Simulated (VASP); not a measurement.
# N (P6_3/mmc) in VASP: relaxation of cell and atoms with PBEsol

Aim: the relaxation of cell and atoms of N with PBEsol.

Everything below comes from runs of VASP 6.6.1. Logs are shortened: lines on timing, memory, paths and dates and some standing lists are left out, and cuts for length are marked.

### Step 1. The cell of the first run

The structure is hexagonal, space group P6_3/mmc (No. 194). The conventional cell has a = 4.367 Å, b = 4.367 Å, c = 7.422 Å, α = 90.00°, β = 90.00°, γ = 120.00°. N (site symmetry 3m) has 1 N at 1.10 Å within 1.5 Å.

### Step 2. Relaxation of cell and atoms, PBEsol

File INCAR:

```
SYSTEM = N
  PREC = Accurate
  ENCUT = 910
  EDIFF = 1E-7
  ISMEAR = 0
  SIGMA = 0.02
  LREAL = .FALSE.
  LASPH = .TRUE.
  NELM = 120
  ALGO = Normal
  ISIF = 3
  LWAVE = .FALSE.
  LCHARG = .FALSE.
  GGA = PS
  IBRION = 2
  NSW = 100
  EDIFFG = -0.005
  GGA_COMPAT = .FALSE.
  NELMIN = 4
```

File KPOINTS:

```
Automatic mesh
0
G
  6 6 4
  0 0 0
```

File POSCAR:

```
N
1.0
    4.3671138075      0.0000000000      0.0000000000
   -2.1835569037      3.7820314985      0.0000000000
    0.0000000000      0.0000000000      7.4219008384
N
4
Direct
    0.3333333333      0.6666666667      0.3241071911
    0.3333333333      0.6666666667      0.1758928089
    0.6666666667      0.3333333333      0.8241071911
    0.6666666667      0.3333333333      0.6758928089
```

Potentials or basis: VASP PAW PBE potentials, release 64 (N_h).

Run with:

```console
cat potpaw_PBE.64/N_h/POTCAR > POTCAR
mpirun -np 1 vasp_std > vasp.out
```

OUTCAR:

```text
SYSTEM = N
   PREC = Accurate
   ENCUT = 910
   EDIFF = 1E-7
   ISMEAR = 0
   LREAL = .FALSE.
   LASPH = .TRUE.
   NELM = 120
   ISIF = 3
   GGA = PS
   IBRION = 2
   NSW = 100
   EDIFFG = -0.005
   NELMIN = 4

 ion  position               nearest neighbor table
   1  0.333  0.667  0.324-   2 1.10
   2  0.333  0.667  0.176-   1 1.10
   3  0.667  0.333  0.824-   4 1.10
   4  0.667  0.333  0.676-   3 1.10

  LATTYP: Found a hexagonal cell.
 ALAT       =     4.3671138075
 C/A-ratio  =     1.6994979214

  Lattice vectors:

 A1 = (   4.3671138075,   0.0000000000,   0.0000000000)
 A2 = (  -2.1835569037,   3.7820314985,   0.0000000000)
 A3 = (   0.0000000000,   0.0000000000,   7.4219008384)

Analysis of symmetry for initial positions (statically):
=====================================================================
 Subroutine PRICEL returns:
 Original cell was already a primitive cell.

 Routine SETGRP: Setting up the symmetry group for a
 hexagonal supercell.

 Subroutine GETGRP returns: Found 24 space group operations
 (whereof 12 operations were pure point group operations)
 out of a pool of 24 trial point group operations.

The static configuration has the point symmetry D_3d.
 The point group associated with its full space group is D_6h.

Analysis of symmetry for dynamics (positions and initial velocities):
=====================================================================
 Subroutine PRICEL returns:
 Original cell was already a primitive cell.

 Routine SETGRP: Setting up the symmetry group for a
 hexagonal supercell.

 Subroutine GETGRP returns: Found 24 space group operations
 (whereof 12 operations were pure point group operations)
 out of a pool of 24 trial point group operations.

The dynamic configuration has the point symmetry D_3d.
 The point group associated with its full space group is D_6h.

 Subroutine INISYM returns: Found 24 space group operations
 (whereof 12 operations are pure point group operations),
 and found     1 'primitive' translations

----------------------------------------------------------------------------------------

                                     Primitive cell

  volume of cell :     122.5843

  direct lattice vectors                    reciprocal lattice vectors
     4.367113808  0.000000000  0.000000000     0.228984186  0.132204081  0.000000000
    -2.183556904  3.782031498  0.000000000     0.000000000  0.264408163  0.000000000
     0.000000000  0.000000000  7.421900838     0.000000000  0.000000000  0.134736373

  length of vectors
     4.367113808  4.367113807  7.421900838     0.264408163  0.264408163  0.134736373

  position of ions in fractional coordinates (direct lattice)
     0.333333333  0.666666667  0.324107191
     0.333333333  0.666666667  0.175892809
     0.666666667  0.333333333  0.824107191
     0.666666667  0.333333333  0.675892809

  ion indices of the primitive-cell ions
   primitive index   ion index
                 1           1
                 2           2
                 3           3
                 4           4

----------------------------------------------------------------------------------------

 KPOINTS: Automatic mesh

Automatic generation of k-mesh.
 Grid dimensions read from file:
 generate k-points for:    6    6    4

 Generating k-lattice:

  Cartesian coordinates                     Fractional coordinates (reciprocal lattice)
     0.038164031  0.022034014  0.000000000     0.166666667  0.000000000  0.000000000
     0.000000000  0.044068027  0.000000000     0.000000000  0.166666667  0.000000000
     0.000000000  0.000000000  0.033684093     0.000000000  0.000000000  0.250000000

  Length of vectors
     0.044068027  0.044068027  0.033684093

  Shift w.r.t. Gamma in fractional coordinates (k-lattice)
     0.000000000  0.000000000  0.000000000

 Subroutine IBZKPT returns following result:
 ===========================================

 Found     21 irreducible k-points:

 Following reciprocal coordinates:
            Coordinates               Weight
  0.000000  0.000000  0.000000      1.000000
  0.166667  0.000000  0.000000      6.000000
  0.333333  0.000000  0.000000      6.000000
  0.500000 -0.000000  0.000000      3.000000
  0.166667  0.166667  0.000000      6.000000
  0.333333  0.166667  0.000000     12.000000
[... 13 lines left out ...]
  0.333333  0.166667  0.500000     12.000000
  0.333333  0.333333  0.500000      2.000000
   k-points           NKPTS =     21   k-points in BZ     NKDIM =     21   number of bands    NBANDS=     14
   number of dos      NEDOS =    301   number of ions     NIONS =      4
   total plane-waves  NPLWV = 184320
   dimension x,y,z NGX =    48 NGY =   48 NGZ =   80
   dimension x,y,z NGXF=    96 NGYF=   96 NGZF=  160
   ions per type =               4
   NGX,Y,Z   is equivalent  to a cutoff of  18.27, 18.27, 17.92 a.u.
   NGXF,Y,Z  is equivalent  to a cutoff of  36.54, 36.54, 35.84 a.u.
 SYSTEM =  N
   PREC   = accura    normal or accurate (medium, high low for compatibility)
   ISTART =      0    job   : 0-new  1-cont  2-samecut
   ICHARG =      2    charge: 1-file 2-atom 10-const
   ISPIN  =      1    spin polarized calculation?
   LNONCOLLINEAR =      F non collinear calculations
   LSORBIT =      F    spin-orbit coupling
   LASPH  =      T    aspherical Exc in radial PAW
   ENCUT  =  910.0 eV  66.88 Ry    8.18 a.u.  10.74 10.74 18.26*2*pi/ulx,y,z
   NELM   =    120;   NELMIN=  4; NELMDL= -5     # of ELM steps
   EDIFF  = 0.1E-06   stopping-criterion for ELM
   LREAL  =      F    real-space projection
   EDIFFG = -.5E-02   stopping-criterion for IOM
   NSW    =    100    number of steps for IOM
   IBRION =      2    ionic relax: 0-MD 1-quasi-New 2-CG
   NFREE  =      1    steps in history (QN), initial steepest desc. (CG)
   ISIF   =      3    stress and relaxation
   ISYM   =      2    0-nonsym 1-usesym 2-fastsym
   POTIM  = 0.5000    time-step for ionic-motion
   TEBEG  =    0.0;   TEEND  =   0.0 temperature during run
   PSTRESS=    0.0 pullay stress
   NELECT =      20.0000    total number of electrons
   NUPDOWN=      -1.0000    fix difference up-down
   EMIN   =  10.00;   EMAX   =-10.00  energy-range for DOS
   EFERMI =   0.00;   METHOD = LEGACY
   ISMEAR =     0;   SIGMA  =   0.02  broadening in eV -4-tet -1-fermi 0-gaus
   EFERMI_NEDOS =   21; number of points for ismear=-14 and -15
   IALGO  =     38    algorithm
   IMIX   =      4    mixing-type and parameters
     AMIX     =   0.40;   BMIX     =  1.00
     AMIX_MAG =   1.60;   BMIX_MAG =  1.00
  volume/ion in A,a.u.               =      30.65       206.81
  Fermi-wavevector in a.u.,A,eV,Ry     =   0.894554  1.690462 10.887747  0.800227
  Thomas-Fermi vector in A             =   2.016774
   LORBIT       =      0    0 simple, 1 ext, 2 COOP (PROOUT), +10 PAW based schemes
   GGA     = PS    functional components
   LHFCALC =     F    Hartree Fock is set to
   AEXX    =    0.0000 exact exchange contribution
   IVDW    =     0    specifies the selected vdW correction
   LEPSILON=     F    determine dielectric tensor
   LRPA    =     F    only Hartree local field effects (RPA)
 conjugate gradient relaxation of ions
 non-spin polarized calculation
 Gauss-broadening in eV      SIGMA  =   0.02
  energy-cutoff  :      910.00
  volume of cell :      122.58
 maximum number of plane-waves:      7704
 NGX is ok and might be reduce to    48
   NGX = 21   NGY = 21   NGZ = 37

--------------------------------------- Ionic step        1  -------------------------------------------

 number of electron      20.0000000 magnetization

 Free energy of the ion-electron system (eV)
  ---------------------------------------------------
  ext. energy  EPLUGINS =         0.00000000
  ---------------------------------------------------
  free energy    TOTEN  =       -34.48754453 eV

  energy without entropy =      -34.48754453  energy(sigma->0) =      -34.48754453

------------------------ aborting loop because EDIFF is reached ----------------------------------------

  FORCE on cell =-STRESS in cart. coord.  units (eV):
  Direction    XX          YY          ZZ          XY          YZ          ZX
  --------------------------------------------------------------------------------------
  -------------------------------------------------------------------------------------
  Total       -0.1033418     -0.1033418      0.3097984     -0.0000000      0.0000000     -0.0000000
  in kB       -1.3506778     -1.3506778      4.0490668     -0.0000000      0.0000000     -0.0000000
  external PRESSURE =       0.4492371 kB  Pullay stress =       0.0000000 kB
[... 95 lines left out ...]
  FREE ENERGIE OF THE ION-ELECTRON SYSTEM (eV)
  ---------------------------------------------------
  free  energy   TOTEN  =       -34.4878281737 eV

  energy  without entropy=      -34.4878281737  energy(sigma->0) =      -34.48782817

[... ionic steps 4 to 9 ...]

--------------------------------------- Ionic step       10  -------------------------------------------

 number of electron      20.0000000 magnetization

------------------------ aborting loop because EDIFF is reached ----------------------------------------

  FORCE on cell =-STRESS in cart. coord.  units (eV):
  Direction    XX          YY          ZZ          XY          YZ          ZX
  --------------------------------------------------------------------------------------
  -------------------------------------------------------------------------------------
  Total        0.0098923      0.0098923      0.0179163      0.0000000      0.0000000      0.0000000
  in kB        0.1392784      0.1392784      0.2522519      0.0000000      0.0000000      0.0000000
  external PRESSURE =       0.1769362 kB  Pullay stress =       0.0000000 kB
[... 61 lines left out ...]
  energy  without entropy=      -34.4916501212  energy(sigma->0) =      -34.49165012

--------------------------------------- Ionic step       12  -------------------------------------------

 number of electron      20.0000000 magnetization

 Free energy of the ion-electron system (eV)
  ---------------------------------------------------
  ext. energy  EPLUGINS =         0.00000000
  ---------------------------------------------------
  free energy    TOTEN  =       -34.49165169 eV

  energy without entropy =      -34.49165169  energy(sigma->0) =      -34.49165169

 E-fermi :  -6.6843     XC(G=0):  -5.5460

 val. band max:       -6.8138995792   @ k =   0.0000   0.0000   0.0000
 cond. band min:       0.4391933550   @ k =   0.3333   0.3333   0.0000
 fundamental gap:      7.2530929342
 Fermi energy:        -6.6842878865

 k-point     1 :       0.0000    0.0000    0.0000
  band No.  band energies     occupation
      1     -25.1471      2.00000
      2     -25.1295      2.00000
      3     -10.7403      2.00000
      4     -10.1562      2.00000
      5      -8.5320      2.00000
      6      -8.5320      2.00000
      7      -8.4565      2.00000
      8      -8.4565      2.00000
      9      -7.7098      2.00000
     10      -6.8139      2.00000
     11       1.0851      0.00000
     12       1.0851      0.00000
     13       1.4874      0.00000
     14       1.4874      0.00000
[... 369 lines left out ...]
  FREE ENERGIE OF THE ION-ELECTRON SYSTEM (eV)
  ---------------------------------------------------
  free  energy   TOTEN  =       -34.4916516932 eV

  energy  without entropy=      -34.4916516932  energy(sigma->0) =      -34.49165169

 reached required accuracy - stopping structural energy minimisation
```

Run time: 5.1 min. Hardware: 1 thread of Intel Xeon 6975P-C (Granite Rapids), shared host; peak memory 0.47 GiB.

Results:

| Quantity | Value |
| --- | --- |
| Free energy | -34.4917 eV |
| Relaxed volume | 28.45 Å³/atom |
| Relaxed cell | a = 4.264 Å, b = 4.264 Å, c = 7.227 Å, α = 90.00°, β = 90.00°, γ = 120.00° |
| Space group after relaxing (to 0.1 Å) | P6_3/mmc (No. 194) |
| Energy gained by relaxing | 1.0 meV/atom |
| Ionic steps | 12 |
| Pressure after relaxing | 0.0 GPa |
| Largest force after relaxing | 0.004 eV/Å |
| Band gap on the k mesh | 7.25 eV (least direct gap 7.50 eV) |

Forces in eV/Å, atoms in the order of the input:
```
N    0.000  0.000  0.004
N    0.000  0.000 -0.004
N    0.000  0.000  0.004
N    0.000  0.000 -0.004
```

Step by step:
```tsv
step	energy change (eV)	largest force (eV/Å)	pressure (GPa)	volume (Å³)
1	0.0000	0.2097	0.04	122.58
2	0.0720	3.0463	-3.14	122.74
3	-0.0003	0.0035	-0.16	122.59
4	-0.0003	0.0060	-0.15	122.59
5	-0.0007	0.0062	-0.14	122.19
6	-0.0017	0.0108	-0.11	120.98
7	-0.0032	0.0269	-0.05	118.59
8	-0.0041	0.0927	0.11	113.90
9	-0.0039	0.1568	-0.15	113.60
10	-0.0041	0.0071	0.02	113.80
11	-0.0041	0.0051	0.02	113.79
12	-0.0041	0.0043	0.02	113.81
```

Final structure:
```cif
data_structure
_symmetry_space_group_name_H-M 'P 1'
_symmetry_Int_Tables_number 1
_cell_length_a 4.2645
_cell_length_b 4.2645
_cell_length_c 7.2267
_cell_angle_alpha 90.000
_cell_angle_beta 90.000
_cell_angle_gamma 120.000
_cell_volume 113.81
loop_
_atom_site_label
_atom_site_type_symbol
_atom_site_fract_x
_atom_site_fract_y
_atom_site_fract_z
_atom_site_occupancy
N1 N 0.33333 0.66667 0.32621 1
N2 N 0.33333 0.66667 0.17380 1
N3 N 0.66667 0.33333 0.82620 1
N4 N 0.66667 0.33333 0.67380 1
```

Caveat: the cutoff is under 1.25 times the usual one of these potentials, so pressure, stress and relaxed cells hold a basis-set (Pulay) error; this functional lacks dispersion, which holds the molecules together, so the pressure and a relaxed volume are unreliable; the PAW data sets were made with another functional, which shifts forces and pressure a little.
